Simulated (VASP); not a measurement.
# Fe (P6_3/mmc) in VASP: notebook, part 2 of 2

VASP 6.6.1. The steps go on from the part before.

## Step 3: Single point, PBEsol (zz strain of -1 %)

INCAR

```
SYSTEM = Fe
PREC = Accurate
ENCUT = 520
EDIFF = 1E-6
ISMEAR = -1
SIGMA = 0.08
LREAL = .False.
LASPH = .True.
NELM = 60
ALGO = Normal
ISIF = 2
LWAVE = .False.
LCHARG = .False.
GGA = PS
NBANDS = 15
```

KPOINTS

```
Automatic mesh
0
Gamma
  17 17 10
  0 0 0
```

POSCAR

```
Fe
1.0
    2.4341575853      0.0000000000      0.0000000000
   -1.2170787927      2.1080423057      0.0000000000
    0.0000000000      0.0000000000      3.8035151253
Fe
2
Direct
    0.3333333333      0.6666666667      0.2500000000
    0.6666666667      0.3333333333      0.7500000000
```

Potentials or basis: VASP PAW PBE potentials, release 64 (Fe).

Started as:

```bash
$ cat potpaw_PBE.64/Fe/POTCAR > POTCAR
$ mpirun -np 1 vasp_std > vasp.out
```

OUTCAR:

```text
SYSTEM = Fe
   PREC = Accurate
   ENCUT = 520
   EDIFF = 1E-6
   ISMEAR = -1
   LREAL = .False.
   LASPH = .True.
   NELM = 60
   ISIF = 2
   GGA = PS

 ion  position               nearest neighbor table
   1  0.333  0.667  0.250-   2 2.36   2 2.36   2 2.36   2 2.36   2 2.36   2 2.36
   2  0.667  0.333  0.750-   1 2.36   1 2.36   1 2.36   1 2.36   1 2.36   1 2.36

  LATTYP: Found a hexagonal cell.
 ALAT       =     2.4341575853
 C/A-ratio  =     1.5625591163

  Lattice vectors:

 A1 = (   2.4341575853,   0.0000000000,   0.0000000000)
 A2 = (  -1.2170787927,   2.1080423057,   0.0000000000)
 A3 = (   0.0000000000,   0.0000000000,   3.8035151253)

Analysis of symmetry for initial positions (statically):
=====================================================================
 Subroutine PRICEL returns:
 Original cell was already a primitive cell.

 Routine SETGRP: Setting up the symmetry group for a
 hexagonal supercell.

 Subroutine GETGRP returns: Found 24 space group operations
 (whereof 12 operations were pure point group operations)
 out of a pool of 24 trial point group operations.

The static configuration has the point symmetry D_3d.
 The point group associated with its full space group is D_6h.

Analysis of symmetry for dynamics (positions and initial velocities):
=====================================================================
 Subroutine PRICEL returns:
 Original cell was already a primitive cell.

 Routine SETGRP: Setting up the symmetry group for a
 hexagonal supercell.

 Subroutine GETGRP returns: Found 24 space group operations
 (whereof 12 operations were pure point group operations)
 out of a pool of 24 trial point group operations.

The dynamic configuration has the point symmetry D_3d.
 The point group associated with its full space group is D_6h.

 Subroutine INISYM returns: Found 24 space group operations
 (whereof 12 operations are pure point group operations),
[... 122 lines left out ...]
   LHFCALC =     F    Hartree Fock is set to
   AEXX    =    0.0000 exact exchange contribution
   IVDW    =     0    specifies the selected vdW correction
   LEPSILON=     F    determine dielectric tensor
   LRPA    =     F    only Hartree local field effects (RPA)
 non-spin polarized calculation
  energy-cutoff  :      520.00
  volume of cell :       19.52
 maximum number of plane-waves:       541
 NGX is ok and might be reduce to    18
   NGX =  9   NGY =  9   NGZ = 15

 number of electron      16.0000000 magnetization

 Free energy of the ion-electron system (eV)
  ---------------------------------------------------
  ext. energy  EPLUGINS =         0.00000000
  ---------------------------------------------------
  free energy    TOTEN  =       -17.89263048 eV

  energy without entropy =      -17.84048139  energy(sigma->0) =      -17.86655594

 E-fermi :   7.2497     XC(G=0): -14.2069

 val. band max:        7.2421993118   @ k =   0.3529   0.2353   0.3000
 cond. band min:       7.2534586520   @ k =   0.4706   0.0588   0.5000
 fundamental gap:      0.0112593402
 Fermi energy:         7.2496772406

 k-point     1 :       0.0000    0.0000    0.0000
  band No.  band energies     occupation
      1      -1.9664      2.00000
      2       2.0189      2.00000
      3       5.4674      2.00000
      4       5.4674      2.00000
      5       5.6942      2.00000
      6       5.9888      2.00000
      7       5.9888      2.00000
      8       6.2868      1.99999
      9       6.2868      1.99999
     10       7.9276      0.00042
     11       8.0116      0.00015
     12       8.0116      0.00015
     13      16.6177      0.00000
     14      29.3277      0.00000
[... 401 lines left out ...]
      2       3.3289      2.00000
      3       3.7175      2.00000
      4       3.8765      2.00000
      5       5.2039      2.00000
      6       5.6797      2.00000
      7       6.0511      2.00000
      8       6.7964      1.99310
      9       7.3391      0.49301
     10       7.9046      0.00056
     11       8.2665      0.00001
     12      14.9485      0.00000
     13      16.9828      0.00000
     14      20.9377      0.00000
     15      21.7601      0.00000

 [... further k-points ...]

------------------------ aborting loop because EDIFF is reached ----------------------------------------

  FORCE on cell =-STRESS in cart. coord.  units (eV):
  Direction    XX          YY          ZZ          XY          YZ          ZX
  --------------------------------------------------------------------------------------
  -------------------------------------------------------------------------------------
  Total       -0.0225898     -0.0225898      0.6858263      0.0000000      0.0000000      0.0000000
  in kB       -1.8544302     -1.8544302     56.3004086      0.0000000      0.0000000      0.0000000
  external PRESSURE =      17.5305160 kB  Pullay stress =       0.0000000 kB

 VOLUME and BASIS-vectors are now :
 -----------------------------------------------------------------------------
  energy-cutoff  :      520.00
  volume of cell :       19.52
      direct lattice vectors                 reciprocal lattice vectors
     2.434157585  0.000000000  0.000000000     0.410819746  0.237186891  0.000000000
    -1.217078793  2.108042306  0.000000000     0.000000000  0.474373781  0.000000000
     0.000000000  0.000000000  3.803515125     0.000000000  0.000000000  0.262914690

 POSITION                                       TOTAL-FORCE (eV/Angst)
 -----------------------------------------------------------------------------------
     -0.00000      1.40536      0.95088        -0.000000      0.000000      0.000000
      1.21708      0.70268      2.85264         0.000000      0.000000      0.000000
 -----------------------------------------------------------------------------------
    total drift:                                0.000000     -0.000000     -0.000000

  FREE ENERGIE OF THE ION-ELECTRON SYSTEM (eV)
  ---------------------------------------------------
  free  energy   TOTEN  =       -17.8926304841 eV

  energy  without entropy=      -17.8404813926  energy(sigma->0) =      -17.86655594
```

OSZICAR:

```text
N       E                     dE             d eps       ncg     rms          rms(c)
DAV:   1     0.739571933301E+02    0.73957E+02   -0.73051E+03  6108   0.145E+03
DAV:   2    -0.193642734556E+02   -0.93321E+02   -0.83321E+02  5940   0.245E+02
DAV:   3    -0.213533330987E+02   -0.19891E+01   -0.19121E+01  7095   0.515E+01
DAV:   4    -0.213652976940E+02   -0.11965E-01   -0.11963E-01  7158   0.341E+00
DAV:   5    -0.213654476110E+02   -0.14992E-03   -0.14992E-03  7221   0.380E-01    0.193E+01
DAV:   6    -0.181064083892E+02    0.32590E+01   -0.12886E+01  6626   0.776E+01    0.220E+00
DAV:   7    -0.179356185668E+02    0.17079E+00   -0.81641E-01  7067   0.178E+01    0.103E+00
DAV:   8    -0.179070463975E+02    0.28572E-01   -0.44862E-03  8918   0.103E+00    0.529E-01
DAV:   9    -0.178926206455E+02    0.14426E-01   -0.25279E-03  8939   0.610E-01    0.674E-02
DAV:  10    -0.178926527451E+02   -0.32100E-04   -0.18165E-04  7604   0.239E-01    0.411E-02
DAV:  11    -0.178926300977E+02    0.22647E-04   -0.13952E-05  7849   0.828E-02    0.316E-03
DAV:  12    -0.178926304841E+02   -0.38638E-06   -0.71390E-07  4388   0.104E-02
   1 F= -.17892630E+02 E0= -.17866556E+02  d E =-.521491E-01
```

Wall time 74 s (1 thread of Intel Xeon 8259CL, shared host); peak memory 0.16 GiB.

Results:

| Quantity | Value |
| --- | --- |
| Free energy | -17.8926 eV |
| Pressure | 1.8 GPa |
| Band gap on the k mesh | zero (bands 8 and 9 overlap by 1.91 eV) |

Stress tensor (GPa, compression positive):
```
-0.19  0.00  0.00
 0.00 -0.19  0.00
 0.00  0.00  5.63
```

Caveat: the cell differs from its parent crystal (zz strain of -1 %); the PAW data sets were made with another functional, which shifts forces and pressure a little; the run has no spin polarisation, though such a crystal can be magnetic. Spin polarisation is off, so any magnetic state and its effect on volume and gap are missing.

## Step 4: Single point, PBEsol (zz strain of +1 %)

INCAR

```
  PREC = Accurate
  ENCUT = 520
  EDIFF = 1E-7
  ISMEAR = -1
  SIGMA = 0.08
  LREAL = False
  LASPH = True
  NELM = 80
  ALGO = Normal
  ISIF = 2
  LWAVE = False
  LCHARG = True
  GGA = PS
  LELF = True
  LVHAR = True
  NBANDS = 15
```

KPOINTS

```
regular mesh
0
Gamma
  17 17 10
```

POSCAR, as its differences from that of step 3:

```diff
@@ -4,3 +4,3 @@
    -1.2170787927      2.1080423057      0.0000000000
-    0.0000000000      0.0000000000      3.8035151253
+    0.0000000000      0.0000000000      3.8803538147
 Fe
```

Potentials or basis: VASP PAW PBE potentials, release 64 (Fe).

Started as:

```bash
$ cat potpaw_PBE.64/Fe/POTCAR > POTCAR
$ mpirun -np 1 vasp_std > vasp.out
```

OUTCAR:

```text
PREC = Accurate
   ENCUT = 520
   EDIFF = 1E-7
   ISMEAR = -1
   LREAL = False
   LASPH = True
   NELM = 80
   ISIF = 2
   GGA = PS

 ion  position               nearest neighbor table
   1  0.333  0.667  0.250-   2 2.40   2 2.40   2 2.40   2 2.40   2 2.40   2 2.40
   2  0.667  0.333  0.750-   1 2.40   1 2.40   1 2.40   1 2.40   1 2.40   1 2.40

  LATTYP: Found a hexagonal cell.
 ALAT       =     2.4341575853
 C/A-ratio  =     1.5941259671

  Lattice vectors:

 A1 = (   2.4341575853,   0.0000000000,   0.0000000000)
 A2 = (  -1.2170787927,   2.1080423057,   0.0000000000)
 A3 = (   0.0000000000,   0.0000000000,   3.8803538147)

Analysis of symmetry for initial positions (statically):
=====================================================================
 Subroutine PRICEL returns:
 Original cell was already a primitive cell.

 Routine SETGRP: Setting up the symmetry group for a
 hexagonal supercell.

 Subroutine GETGRP returns: Found 24 space group operations
 (whereof 12 operations were pure point group operations)
 out of a pool of 24 trial point group operations.

The static configuration has the point symmetry D_3d.
 The point group associated with its full space group is D_6h.

Analysis of symmetry for dynamics (positions and initial velocities):
=====================================================================
 Subroutine PRICEL returns:
 Original cell was already a primitive cell.

 Routine SETGRP: Setting up the symmetry group for a
 hexagonal supercell.

 Subroutine GETGRP returns: Found 24 space group operations
 (whereof 12 operations were pure point group operations)
 out of a pool of 24 trial point group operations.

The dynamic configuration has the point symmetry D_3d.
 The point group associated with its full space group is D_6h.

 Subroutine INISYM returns: Found 24 space group operations
 (whereof 12 operations are pure point group operations),
 and found     1 'primitive' translations

----------------------------------------------------------------------------------------

                                     Primitive cell

  volume of cell :      19.9113

  direct lattice vectors                    reciprocal lattice vectors
     2.434157585  0.000000000  0.000000000     0.410819746  0.237186891  0.000000000
    -1.217078793  2.108042306  0.000000000     0.000000000  0.474373781  0.000000000
     0.000000000  0.000000000  3.880353815     0.000000000  0.000000000  0.257708458

  length of vectors
     2.434157585  2.434157585  3.880353815     0.474373781  0.474373781  0.257708458

  position of ions in fractional coordinates (direct lattice)
     0.333333333  0.666666667  0.250000000
     0.666666667  0.333333333  0.750000000

  ion indices of the primitive-cell ions
   primitive index   ion index
                 1           1
                 2           2

----------------------------------------------------------------------------------------

 KPOINTS: regular mesh

Automatic generation of k-mesh.
 Grid dimensions read from file:
 generate k-points for:   17   17   10

 Generating k-lattice:

[... 42 lines left out ...]
 [... further k-points ...]
   k-points           NKPTS =    198   k-points in BZ     NKDIM =    198   number of bands    NBANDS=     15
   number of dos      NEDOS =    301   number of ions     NIONS =      2
   total plane-waves  NPLWV =   9720
   dimension x,y,z NGX =    18 NGY =   18 NGZ =   30
   dimension x,y,z NGXF=    36 NGYF=   36 NGZF=   60
   ions per type =               2
   NGX,Y,Z   is equivalent  to a cutoff of  12.29, 12.29, 12.85 a.u.
   NGXF,Y,Z  is equivalent  to a cutoff of  24.59, 24.59, 25.71 a.u.
 SYSTEM =  unknown system
   PREC   = accura    normal or accurate (medium, high low for compatibility)
   ISTART =      0    job   : 0-new  1-cont  2-samecut
   ICHARG =      2    charge: 1-file 2-atom 10-const
   ISPIN  =      1    spin polarized calculation?
   LNONCOLLINEAR =      F non collinear calculations
   LSORBIT =      F    spin-orbit coupling
   LASPH  =      T    aspherical Exc in radial PAW
   ENCUT  =  520.0 eV  38.22 Ry    6.18 a.u.   4.53  4.53  7.21*2*pi/ulx,y,z
   NELM   =     80;   NELMIN=  2; NELMDL= -5     # of ELM steps
   EDIFF  = 0.1E-06   stopping-criterion for ELM
   LREAL  =      F    real-space projection
   EDIFFG = 0.1E-05   stopping-criterion for IOM
   NSW    =      0    number of steps for IOM
   IBRION =     -1    ionic relax: 0-MD 1-quasi-New 2-CG
   NFREE  =      0    steps in history (QN), initial steepest desc. (CG)
   ISIF   =      2    stress and relaxation
   ISYM   =      2    0-nonsym 1-usesym 2-fastsym
   POTIM  = 0.5000    time-step for ionic-motion
   TEBEG  =    0.0;   TEEND  =   0.0 temperature during run
   PSTRESS=    0.0 pullay stress
   NELECT =      16.0000    total number of electrons
   NUPDOWN=      -1.0000    fix difference up-down
   EMIN   =  10.00;   EMAX   =-10.00  energy-range for DOS
   EFERMI =   0.00;   METHOD = LEGACY
   ISMEAR =    -1;   SIGMA  =   0.08  broadening in eV -4-tet -1-fermi 0-gaus
   EFERMI_NEDOS =   21; number of points for ismear=-14 and -15
   IALGO  =     38    algorithm
   IMIX   =      4    mixing-type and parameters
     AMIX     =   0.40;   BMIX     =  1.00
     AMIX_MAG =   1.60;   BMIX_MAG =  1.00
  volume/ion in A,a.u.               =       9.96        67.18
  Fermi-wavevector in a.u.,A,eV,Ry     =   1.522001  2.876166 31.517735  2.316488
  Thomas-Fermi vector in A             =   2.630640
   LORBIT       =      0    0 simple, 1 ext, 2 COOP (PROOUT), +10 PAW based schemes
   GGA     = PS    functional components
   LHFCALC =     F    Hartree Fock is set to
   AEXX    =    0.0000 exact exchange contribution
   IVDW    =     0    specifies the selected vdW correction
   LEPSILON=     F    determine dielectric tensor
   LRPA    =     F    only Hartree local field effects (RPA)
 non-spin polarized calculation
  energy-cutoff  :      520.00
  volume of cell :       19.91
 maximum number of plane-waves:       555
 NGX is ok and might be reduce to    18
   NGX =  9   NGY =  9   NGZ = 15

 number of electron      16.0000012 magnetization

 Free energy of the ion-electron system (eV)
  ---------------------------------------------------
  ext. energy  EPLUGINS =         0.00000000
  ---------------------------------------------------
  free energy    TOTEN  =       -17.89008236 eV

  energy without entropy =      -17.83570540  energy(sigma->0) =      -17.86289388

 E-fermi :   7.0108     XC(G=0): -14.0895

 val. band max:        7.0080260539   @ k =   0.1765   0.0588   0.3000
 cond. band min:       7.0147105288   @ k =   0.2941   0.1176   0.2000
 fundamental gap:      0.0066844749
 Fermi energy:         7.0107860827

 k-point     1 :       0.0000    0.0000    0.0000
  band No.  band energies     occupation
      1      -2.0857      2.00000
      2       1.9081      2.00000
      3       5.3003      2.00000
      4       5.3003      2.00000
      5       5.3717      2.00000
      6       5.7716      2.00000
      7       5.7716      2.00000
      8       6.1777      1.99994
      9       6.1777      1.99994
     10       7.4164      0.01249
     11       7.7508      0.00019
     12       7.7508      0.00019
     13      15.8759      0.00000
     14      29.1995      0.00000
[... 401 lines left out ...]
      2       3.2571      2.00000
      3       3.5501      2.00000
      4       3.7591      2.00000
      5       5.0685      2.00000
      6       5.4193      2.00000
      7       5.8662      2.00000
      8       6.4827      1.99729
      9       7.1456      0.31278
     10       7.6844      0.00044
     11       7.9500      0.00002
     12      14.4093      0.00000
     13      16.3229      0.00000
     14      20.7229      0.00000
     15      21.4936      0.00000

 [... further k-points ...]

------------------------ aborting loop because EDIFF is reached ----------------------------------------

  FORCE on cell =-STRESS in cart. coord.  units (eV):
  Direction    XX          YY          ZZ          XY          YZ          ZX
  --------------------------------------------------------------------------------------
  -------------------------------------------------------------------------------------
  Total       -0.4227302     -0.4227302     -0.9169221      0.0000000     -0.0000000      0.0000000
  in kB      -34.0153149    -34.0153149    -73.7808512      0.0000000     -0.0000000      0.0000000
  external PRESSURE =     -47.2704937 kB  Pullay stress =       0.0000000 kB

 VOLUME and BASIS-vectors are now :
 -----------------------------------------------------------------------------
  energy-cutoff  :      520.00
  volume of cell :       19.91
      direct lattice vectors                 reciprocal lattice vectors
     2.434157585  0.000000000  0.000000000     0.410819746  0.237186891  0.000000000
    -1.217078793  2.108042306  0.000000000     0.000000000  0.474373781  0.000000000
     0.000000000  0.000000000  3.880353815     0.000000000  0.000000000  0.257708458

 POSITION                                       TOTAL-FORCE (eV/Angst)
 -----------------------------------------------------------------------------------
     -0.00000      1.40536      0.97009        -0.000000      0.000000      0.000000
      1.21708      0.70268      2.91027         0.000000      0.000000      0.000000
 -----------------------------------------------------------------------------------
    total drift:                                0.000000     -0.000000     -0.000000

  FREE ENERGIE OF THE ION-ELECTRON SYSTEM (eV)
  ---------------------------------------------------
  free  energy   TOTEN  =       -17.8900823612 eV

  energy  without entropy=      -17.8357054039  energy(sigma->0) =      -17.86289388
```

OSZICAR:

```text
N       E                     dE             d eps       ncg     rms          rms(c)
DAV:   1     0.740026874827E+02    0.74003E+02   -0.72917E+03  6100   0.145E+03
DAV:   2    -0.193770239880E+02   -0.93380E+02   -0.83336E+02  5947   0.243E+02
DAV:   3    -0.214069150635E+02   -0.20299E+01   -0.19422E+01  7025   0.518E+01
DAV:   4    -0.214190937307E+02   -0.12179E-01   -0.12176E-01  7368   0.348E+00
DAV:   5    -0.214192430826E+02   -0.14935E-03   -0.14935E-03  7130   0.378E-01    0.189E+01
DAV:   6    -0.181224645227E+02    0.32968E+01   -0.13511E+01  6598   0.790E+01    0.247E+00
DAV:   7    -0.179321434989E+02    0.19032E+00   -0.91318E-01  7039   0.189E+01    0.100E+00
DAV:   8    -0.179048008480E+02    0.27343E-01   -0.50623E-03  8951   0.111E+00    0.520E-01
DAV:   9    -0.178900816017E+02    0.14719E-01   -0.25344E-03  9117   0.624E-01    0.710E-02
DAV:  10    -0.178901132365E+02   -0.31635E-04   -0.20831E-04  7806   0.261E-01    0.450E-02
DAV:  11    -0.178900815420E+02    0.31694E-04   -0.16888E-05  7852   0.905E-02    0.319E-03
DAV:  12    -0.178900820197E+02   -0.47764E-06   -0.94867E-07  6605   0.111E-02    0.184E-03
DAV:  13    -0.178900822460E+02   -0.22634E-06   -0.79347E-09  3873   0.112E-03    0.313E-04
DAV:  14    -0.178900823652E+02   -0.11916E-06   -0.22341E-09  3460   0.479E-04    0.503E-05
DAV:  15    -0.178900823612E+02    0.39909E-08   -0.45741E-10  3404   0.285E-04
   1 F= -.17890082E+02 E0= -.17862894E+02  d E =-.543770E-01
```

Run time: 2 min. Hardware: 1 thread of Intel Xeon 8259CL, shared host; peak memory 0.17 GiB.

Results:

```
Free energy            : -17.8901 eV
Pressure               : -4.7 GPa
Band gap on the k mesh : zero (bands 8 and 9 overlap by 1.92 eV)
```

Caveat: the cell differs from its parent crystal (zz strain of +1 %); the cell stands under tension; the PAW data sets were made with another functional, which shifts forces and pressure a little; the run has no spin polarisation, though such a crystal can be magnetic. Spin polarisation is off, so any magnetic state and its effect on volume and gap are missing.

## Step 5: The runs side by side

| cell | gap on the mesh (eV) | pressure (GPa) |
| --- | --- | --- |
| a = 2.426, b = 2.426, c = 3.829 Å, angles 90.0, 90.0, 120.0°, 2 atoms | none | 1.6 |
| a = 2.434, b = 2.434, c = 3.804 Å, angles 90.0, 90.0, 120.0°, 2 atoms | none | 1.8 |
| a = 2.434, b = 2.434, c = 3.880 Å, angles 90.0, 90.0, 120.0°, 2 atoms | none | -4.7 |

Alike in all rows: task single point; level PBEsol; potentials or basis VASP PAW PBE potentials, release 64 (Fe); no spin polarisation; k mesh 17 × 17 × 10; cutoff (eV) 520; smearing fermi-dirac 0.08 eV.

Caveats: the PAW data sets were made with another functional, which shifts forces and pressure a little; the run has no spin polarisation, though such a crystal can be magnetic; the cell stands under tension (at least some runs).

Total energies depend on the potentials used, so only differences within one code and one set of settings carry meaning.
